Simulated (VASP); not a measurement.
# Sn (I4_1/amd) in VASP: single point with LDA

Aim: the single point of Sn with LDA.

All numbers are computed with VASP 6.6.1; they aren't measurements. Logs are shortened: lines on timing, memory, paths and dates and some standing lists are left out, and cuts for length are marked.

## (1) The cell of the first run

The structure is tetragonal, space group I4_1/amd (No. 141). The conventional cell has a = 5.789 Å, b = 5.789 Å, c = 3.125 Å, α = 90.00°, β = 90.00°, γ = 90.00°. Sn (site symmetry -4m2) has 10 Sn at 3.00 to 3.72 Å within 3.9 Å.

## (2) Single point, LDA

File INCAR:

```
SYSTEM = Sn
PREC = Accurate
ENCUT = 520
EDIFF = 1E-6
ISMEAR = 0
SIGMA = 0.2
LREAL = .False.
LASPH = .True.
NELM = 60
ALGO = Fast
ISIF = 2
LWAVE = .False.
LCHARG = .False.
NBANDS = 21
```

File KPOINTS:

```
regular mesh
0
Gamma
  30 30 30
  0 0 0
```

File POSCAR:

```
Sn
1.0
   -2.8943112346      2.8943112346      1.5625087801
    2.8943112346     -2.8943112346      1.5625087801
    2.8943112346      2.8943112346     -1.5625087801
Sn
2
Direct
    0.0000000000      0.0000000000      0.0000000000
    0.7500000000      0.2500000000      0.5000000000
```

Potentials or basis: VASP PAW LDA potentials, release 64 (Sn_d).

Launch:

```sh
> cat potpaw_LDA.64/Sn_d/POTCAR > POTCAR
> mpirun -np 1 vasp_std > vasp.out
```

OUTCAR:

```text
SYSTEM = Sn
   PREC = Accurate
   ENCUT = 520
   EDIFF = 1E-6
   ISMEAR = 0
   LREAL = .False.
   LASPH = .True.
   NELM = 60
   ISIF = 2

 ion  position               nearest neighbor table
   1  0.000  0.000  0.000-   2 3.00   2 3.00   2 3.00   2 3.00   2 3.72   2 3.72   2 3.72   2 3.72

   2  0.750  0.250  0.500-   1 3.00   1 3.00   1 3.00   1 3.00   1 3.72   1 3.72   1 3.72   1 3.72

  LATTYP: Found a body centered tetragonal cell.
 ALAT       =     5.7886224692
 C/A-ratio  =     0.5398551342

  Lattice vectors:

 A1 = (  -2.8943112346,   2.8943112346,   1.5625087801)
 A2 = (   2.8943112346,  -2.8943112346,   1.5625087801)
 A3 = (   2.8943112346,   2.8943112346,  -1.5625087801)

Analysis of symmetry for initial positions (statically):
=====================================================================
 Subroutine PRICEL returns:
 Original cell was already a primitive cell.

 Routine SETGRP: Setting up the symmetry group for a
 body centered tetragonal supercell.

 Subroutine GETGRP returns: Found 16 space group operations
 (whereof  8 operations were pure point group operations)
 out of a pool of 16 trial point group operations.

The static configuration has the point symmetry D_2d.
 The point group associated with its full space group is D_4h.

Analysis of symmetry for dynamics (positions and initial velocities):
=====================================================================
 Subroutine PRICEL returns:
 Original cell was already a primitive cell.

 Routine SETGRP: Setting up the symmetry group for a
 body centered tetragonal supercell.

 Subroutine GETGRP returns: Found 16 space group operations
 (whereof  8 operations were pure point group operations)
 out of a pool of 16 trial point group operations.

The dynamic configuration has the point symmetry D_2d.
 The point group associated with its full space group is D_4h.

 Subroutine INISYM returns: Found 16 space group operations
 (whereof  8 operations are pure point group operations),
 and found     1 'primitive' translations

----------------------------------------------------------------------------------------

                                     Primitive cell

  volume of cell :      52.3568

  direct lattice vectors                    reciprocal lattice vectors
    -2.894311235  2.894311235  1.562508780     0.000000000  0.172752672  0.319998202
     2.894311235 -2.894311235  1.562508780     0.172752672  0.000000000  0.319998202
     2.894311235  2.894311235 -1.562508780     0.172752672  0.172752672  0.000000000

  length of vectors
     4.381267937  4.381267937  4.381267937     0.363651392  0.363651392  0.244309172

  position of ions in fractional coordinates (direct lattice)
     0.000000000  0.000000000  0.000000000
     0.750000000  0.250000000  0.500000000

  ion indices of the primitive-cell ions
   primitive index   ion index
                 1           1
                 2           2

----------------------------------------------------------------------------------------

 KPOINTS: regular mesh

Automatic generation of k-mesh.
 Grid dimensions read from file:
 generate k-points for:   30   30   30

 Generating k-lattice:

  Cartesian coordinates                     Fractional coordinates (reciprocal lattice)
     0.000000000  0.005758422  0.010666607     0.033333333  0.000000000  0.000000000
     0.005758422  0.000000000  0.010666607     0.000000000  0.033333333  0.000000000
     0.005758422  0.005758422  0.000000000     0.000000000  0.000000000  0.033333333

  Length of vectors
     0.012121713  0.012121713  0.008143639

  Shift w.r.t. Gamma in fractional coordinates (k-lattice)
     0.000000000  0.000000000  0.000000000

 Subroutine IBZKPT returns following result:
 ===========================================

 Found   1992 irreducible k-points:

 Following reciprocal coordinates:
            Coordinates               Weight
  0.000000  0.000000  0.000000      1.000000
  0.033333 -0.000000  0.000000      8.000000
  0.066667  0.000000  0.000000      8.000000
  0.100000  0.000000 -0.000000      8.000000
  0.133333 -0.000000  0.000000      8.000000
  0.166667  0.000000  0.000000      8.000000
[... 16 lines left out ...]
  0.233333  0.033333  0.000000     16.000000
  0.266667  0.033333  0.000000     16.000000
 [... further k-points ...]
   k-points           NKPTS =   1992   k-points in BZ     NKDIM =   1992   number of bands    NBANDS=     21
   number of dos      NEDOS =    301   number of ions     NIONS =      2
   total plane-waves  NPLWV =  46656
   dimension x,y,z NGX =    36 NGY =   36 NGZ =   36
   dimension x,y,z NGXF=    72 NGYF=   72 NGZF=   72
   ions per type =               2
   NGX,Y,Z   is equivalent  to a cutoff of  13.66, 13.66, 13.66 a.u.
   NGXF,Y,Z  is equivalent  to a cutoff of  27.32, 27.32, 27.32 a.u.
 SYSTEM =  Sn
   PREC   = accura    normal or accurate (medium, high low for compatibility)
   ISTART =      0    job   : 0-new  1-cont  2-samecut
   ICHARG =      2    charge: 1-file 2-atom 10-const
   ISPIN  =      1    spin polarized calculation?
   LNONCOLLINEAR =      F non collinear calculations
   LSORBIT =      F    spin-orbit coupling
   LASPH  =      T    aspherical Exc in radial PAW
   ENCUT  =  520.0 eV  38.22 Ry    6.18 a.u.   8.15  8.15  8.15*2*pi/ulx,y,z
   NELM   =     60;   NELMIN=  2; NELMDL= -5     # of ELM steps
   EDIFF  = 0.1E-05   stopping-criterion for ELM
   LREAL  =      F    real-space projection
   EDIFFG = 0.1E-04   stopping-criterion for IOM
   NSW    =      0    number of steps for IOM
   IBRION =     -1    ionic relax: 0-MD 1-quasi-New 2-CG
   NFREE  =      0    steps in history (QN), initial steepest desc. (CG)
   ISIF   =      2    stress and relaxation
   ISYM   =      2    0-nonsym 1-usesym 2-fastsym
   POTIM  = 0.5000    time-step for ionic-motion
   TEBEG  =    0.0;   TEEND  =   0.0 temperature during run
   PSTRESS=    0.0 pullay stress
   NELECT =      28.0000    total number of electrons
   NUPDOWN=      -1.0000    fix difference up-down
   EMIN   =  10.00;   EMAX   =-10.00  energy-range for DOS
   EFERMI =   0.00;   METHOD = LEGACY
   ISMEAR =     0;   SIGMA  =   0.20  broadening in eV -4-tet -1-fermi 0-gaus
   EFERMI_NEDOS =   21; number of points for ismear=-14 and -15
   IALGO  =     68    algorithm
   IMIX   =      4    mixing-type and parameters
     AMIX     =   0.40;   BMIX     =  1.00
     AMIX_MAG =   1.60;   BMIX_MAG =  1.00
  volume/ion in A,a.u.               =      26.18       176.66
  Fermi-wavevector in a.u.,A,eV,Ry     =   1.328831  2.511127 24.025069  1.765793
  Thomas-Fermi vector in A             =   2.458039
   LORBIT       =      0    0 simple, 1 ext, 2 COOP (PROOUT), +10 PAW based schemes
   GGA     = CA    functional components
   LHFCALC =     F    Hartree Fock is set to
   AEXX    =    0.0000 exact exchange contribution
   IVDW    =     0    specifies the selected vdW correction
   LEPSILON=     F    determine dielectric tensor
   LRPA    =     F    only Hartree local field effects (RPA)
 non-spin polarized calculation
 RMM-DIIS sequential band-by-band and
 Gauss-broadening in eV      SIGMA  =   0.20
  energy-cutoff  :      520.00
  volume of cell :       52.36
 maximum number of plane-waves:      1428
 NGX is ok and might be reduce to    36
   NGX = 17   NGY = 17   NGZ = 17

 number of electron      28.0000010 magnetization

 Free energy of the ion-electron system (eV)
  ---------------------------------------------------
  ext. energy  EPLUGINS =         0.00000000
  ---------------------------------------------------
  free energy    TOTEN  =        -8.98859290 eV

  energy without entropy =       -8.97025383  energy(sigma->0) =       -8.97942336

 E-fermi :   8.1408     XC(G=0): -10.7171

 val. band max:        8.1393951535   @ k =   0.4333   0.1000   0.0667
 cond. band min:       8.1414978636   @ k =  -0.0333   0.4000   0.0333
 fundamental gap:      0.0021027101
 Fermi energy:         8.1408459052

 k-point     1 :       0.0000    0.0000    0.0000
  band No.  band energies     occupation
      1     -13.4537      2.00000
      2     -13.3679      2.00000
      3     -13.3147      2.00000
      4     -13.3092      2.00000
      5     -13.1258      2.00000
      6     -13.1258      2.00000
[... 13 lines left out ...]
     20      18.1824      0.00000
     21      18.8944      0.00000

 k-point     2 :       0.0333   -0.0000    0.0000
  band No.  band energies     occupation
      1     -13.4530      2.00000
      2     -13.3652      2.00000
      3     -13.3138      2.00000
      4     -13.3059      2.00000
      5     -13.1282      2.00000
      6     -13.1281      2.00000
[... 13 lines left out ...]
     20      18.1963      0.00000
     21      18.9713      0.00000

 k-point     3 :       0.0667    0.0000    0.0000
  band No.  band energies     occupation
      1     -13.4507      2.00000
      2     -13.3571      2.00000
      3     -13.3110      2.00000
      4     -13.2963      2.00000
      5     -13.1342      2.00000
      6     -13.1334      2.00000
[... 13 lines left out ...]
     20      18.0567      0.00000
     21      18.2195      0.00000

 k-point     4 :       0.1000    0.0000   -0.0000
  band No.  band energies     occupation
      1     -13.4467      2.00000
      2     -13.3442      2.00000
      3     -13.3065      2.00000
      4     -13.2813      2.00000
      5     -13.1427      2.00000
      6     -13.1397      2.00000
[... 13 lines left out ...]
     20      17.5096      0.00000
     21      17.5503      0.00000

 k-point     5 :       0.1333   -0.0000    0.0000
  band No.  band energies     occupation
      1     -13.4412      2.00000
      2     -13.3274      2.00000
      3     -13.3004      2.00000
      4     -13.2627      2.00000
      5     -13.1531      2.00000
      6     -13.1454      2.00000
[... 13 lines left out ...]
     20      16.9661      0.00000
     21      17.0388      0.00000

 k-point     6 :       0.1667    0.0000    0.0000
  band No.  band energies     occupation
      1     -13.4342      2.00000
      2     -13.3081      2.00000
      3     -13.2930      2.00000
      4     -13.2429      2.00000
      5     -13.1646      2.00000
      6     -13.1485      2.00000
[... 13 lines left out ...]
     20      16.4810      0.00000
     21      16.7409      0.00000

 k-point     7 :       0.2000    0.0000   -0.0000
  band No.  band energies     occupation
      1     -13.4261      2.00000
      2     -13.2884      2.00000
      3     -13.2848      2.00000
      4     -13.2264      2.00000
      5     -13.1767      2.00000
      6     -13.1468      2.00000
[... 13 lines left out ...]
     20      16.0555      0.00000
     21      16.6739      0.00000
[... 291 lines left out ...]
      1     -13.4377      2.00000
      2     -13.3070      2.00000
      3     -13.2960      2.00000
      4     -13.2386      2.00000
      5     -13.1646      2.00000
      6     -13.1539      2.00000
[... 13 lines left out ...]
     20      16.3847      0.00000
     21      16.6573      0.00000

 k-point    21 :       0.1667    0.0333   -0.0000
  band No.  band energies     occupation
      1     -13.4302      2.00000
      2     -13.2883      2.00000
      3     -13.2866      2.00000
      4     -13.2202      2.00000
      5     -13.1767      2.00000
      6     -13.1545      2.00000
[... 13 lines left out ...]
     20      15.9570      0.00000
     21      16.5538      0.00000

 k-point    22 :       0.2000    0.0333    0.0000
  band No.  band energies     occupation
      1     -13.4219      2.00000
      2     -13.2799      2.00000
      3     -13.2687      2.00000
      4     -13.2101      2.00000
      5     -13.1886      2.00000
      6     -13.1508      2.00000
[... 13 lines left out ...]
     20      15.5914      0.00000
     21      16.6439      0.00000

 k-point    23 :       0.2333    0.0333    0.0000
  band No.  band energies     occupation
      1     -13.4133      2.00000
      2     -13.2719      2.00000
      3     -13.2561      2.00000
      4     -13.2095      2.00000
      5     -13.1994      2.00000
      6     -13.1507      2.00000
[... 13 lines left out ...]
     20      15.2863      0.00000
     21      16.8672      0.00000

 k-point    24 :       0.2667    0.0333    0.0000
  band No.  band energies     occupation
      1     -13.4049      2.00000
      2     -13.2654      2.00000
      3     -13.2494      2.00000
      4     -13.2163      2.00000
      5     -13.2078      2.00000
      6     -13.1587      2.00000
[... 13 lines left out ...]
     20      15.0425      0.00000
     21      17.1799      0.00000

 [... further k-points ...]

------------------------ aborting loop because EDIFF is reached ----------------------------------------

  FORCE on cell =-STRESS in cart. coord.  units (eV):
  Direction    XX          YY          ZZ          XY          YZ          ZX
  --------------------------------------------------------------------------------------
  -------------------------------------------------------------------------------------
  Total        0.0093087      0.0093087      0.0061078      0.0000000      0.0000000      0.0000000
  in kB        0.2848564      0.2848564      0.1869063      0.0000000      0.0000000      0.0000000
  external PRESSURE =       0.2522064 kB  Pullay stress =       0.0000000 kB

 VOLUME and BASIS-vectors are now :
 -----------------------------------------------------------------------------
  energy-cutoff  :      520.00
  volume of cell :       52.36
      direct lattice vectors                 reciprocal lattice vectors
    -2.894311235  2.894311235  1.562508780     0.000000000  0.172752672  0.319998202
     2.894311235 -2.894311235  1.562508780     0.172752672  0.000000000  0.319998202
     2.894311235  2.894311235 -1.562508780     0.172752672  0.172752672  0.000000000

 POSITION                                       TOTAL-FORCE (eV/Angst)
 -----------------------------------------------------------------------------------
      0.00000      0.00000      0.00000        -0.000000      0.000000     -0.000000
      0.00000      2.89431      0.78125         0.000000     -0.000000      0.000000
 -----------------------------------------------------------------------------------
    total drift:                               -0.000000      0.000000     -0.000000

  FREE ENERGIE OF THE ION-ELECTRON SYSTEM (eV)
  ---------------------------------------------------
  free  energy   TOTEN  =        -8.9885928951 eV

  energy  without entropy=       -8.9702538267  energy(sigma->0) =       -8.97942336
```

It took 48 min on 1 thread of Oxide Virtual Turin-like, shared host; peak memory 1.5 GiB.

Results:

| Property | Result |
| --- | --- |
| Free energy | -8.9886 eV |
| Pressure | 0.0 GPa |
| Band gap on the k mesh | zero (bands 14 and 15 overlap by 4.49 eV) |

Caveat: spin-orbit coupling is left out, which moves the levels of the heavy elements.
